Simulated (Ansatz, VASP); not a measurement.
This is a calculation of CdS for VASP 6.6.1.

The input INCAR:

```
SYSTEM = CdS
ALGO     = Normal         ! electronic algorithm
EDIFF    = 1E-6           ! SCF threshold, eV
ENCUT    = 630            ! plane-wave cutoff, eV
GGA      = PS             ! functional
GGA_COMPAT= .FALSE.      
ISIF     = 2              ! what is computed and relaxed
ISMEAR   = -1             ! smearing method
LASPH    = .TRUE.         ! aspherical terms in the spheres
LCHARG   = .TRUE.         ! write CHGCAR
LELF     = .TRUE.         ! ELF
LREAL    = .FALSE.        ! projectors in reciprocal space
LVHAR    = .TRUE.       
LWAVE    = .FALSE.        ! write WAVECAR
NBANDS   = 20             ! bands
NELM     = 120            ! most SCF steps
PREC     = Accurate       ! precision mode
SIGMA    = 0.05           ! smearing width, eV
```

File KPOINTS:

```
k-points
0
G
  8 8 8
  0 0 0
```

File POSCAR:

```
CdS
1.0
    0.0000000000      2.7347652956      2.7347652956
    2.7347652956      0.0000000000      2.7347652956
    2.7347652956      2.7347652956      0.0000000000
Cd S
1 1
Direct
    0.0000000000      0.0000000000      0.0000000000
    0.5000000000      0.5000000000      0.5000000000
```

Potentials or basis: VASP PAW PBE potentials, release 64 (Cd_sv_GW, S).

The run is started by

```sh
$ cat potpaw_PBE.64/Cd_sv_GW/POTCAR potpaw_PBE.64/S/POTCAR > POTCAR
$ mpirun -np 1 vasp_std > vasp.out
```

Question: Translate it to Ansatz 0.2.0. Potentials there: Ansatz PAW.

Answer: As run (the cutoff follows the program's own potentials):

The input input.yaml:

```yaml
crystal:
  lattice:
    - [0.0, 2.7347652956, 2.7347652956]
    - [2.7347652956, 0.0, 2.7347652956]
    - [2.7347652956, 2.7347652956, 0.0]
  atoms:
    - { symbol: Cd, position: [0.0, 0.0, 0.0] }
    - { symbol: S, position: [0.5, 0.5, 0.5] }
hamiltonian:
  xc: pbesol
  pseudopotentials: { kind: paw }
kpoints:
  mp_grid: { grid: [8, 8, 8] }
scf:
  occupations: { method: fermi_dirac, width: 0.05 }
output:
  forces: true
  stress: true
  eigenvalues: true
```

Potentials or basis: Ansatz PAW.

Run with:

```bash
$ ansatz run input.yaml --threads 2 --pin off --max-ram 5632MiB --backend cpu --events-out ev --progress --plain --runs-dir out
```

Both were run:

|  | VASP | Ansatz | Ansatz less VASP |
| --- | --- | --- | --- |
| pressure (GPa) | -3.2 | -3.1 | +0.10 |

VASP's potentials were made for PBE, not for PBEsol.
